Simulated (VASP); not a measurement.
Here is a VASP 6.6.1 calculation.

File INCAR:

```
ALGO     = Normal         # electronic algorithm
EDIFF    = 1E-7           # SCF threshold, eV
ENCUT    = 520            # plane-wave cutoff, eV
GGA      = PE             # functional
ISIF     = 2              # what is computed and relaxed
ISMEAR   = -1             # smearing method
ISPIN    = 2              # spin polarisation
ISYM     = 0            
LASPH    = T              # aspherical terms in the spheres
LCHARG   = T              # write CHGCAR
LELF     = T              # ELF
LMAXMIX  = 4              # l up to which the mixer works
LORBIT   = 11             # projections on sites
LREAL    = F              # projectors in reciprocal space
LVHAR    = T            
LWAVE    = F              # write WAVECAR
MAGMOM   = 2 0            # initial moments
NBANDS   = 18             # bands
NELM     = 150            # most SCF steps
PREC     = Accurate       # precision mode
SIGMA    = 0.03           # smearing width, eV
```

The input KPOINTS:

```
k-points
0
Gamma
  13 13 15
```

POSCAR

```
CoO
1.0
   -1.5080001529      1.5080001529      2.1072499549
    1.5080001529     -1.5080001529      2.1072499549
    1.5080001529      1.5080001529     -2.1072499549
Co O
1 1
Direct
    0.0000000000      0.0000000000      0.0000000000
    0.5000000000      0.5000000000      0.0000000000
```

Potentials or basis: VASP PAW PBE potentials, release 64 (Co, O).

The run is started by

```console
$ cat potpaw_PBE.64/Co/POTCAR potpaw_PBE.64/O/POTCAR > POTCAR
$ mpirun -np 1 vasp_std > vasp.out
```

Task: Predict the pressure.

Result: -0.5 GPa.

Task: Predict the net moment.

Result: 2.91 μB per cell.

Task: Predict the site moments.

Result: Co +2.56; O +0.30 μB.

Stress tensor (GPa, compression positive):
```
-0.56 -0.01  0.00
-0.01 -0.56  0.00
 0.00  0.00 -0.43
```

Caveat: a cell with one magnetic atom can't hold antiferromagnetic order, which such compounds often take.
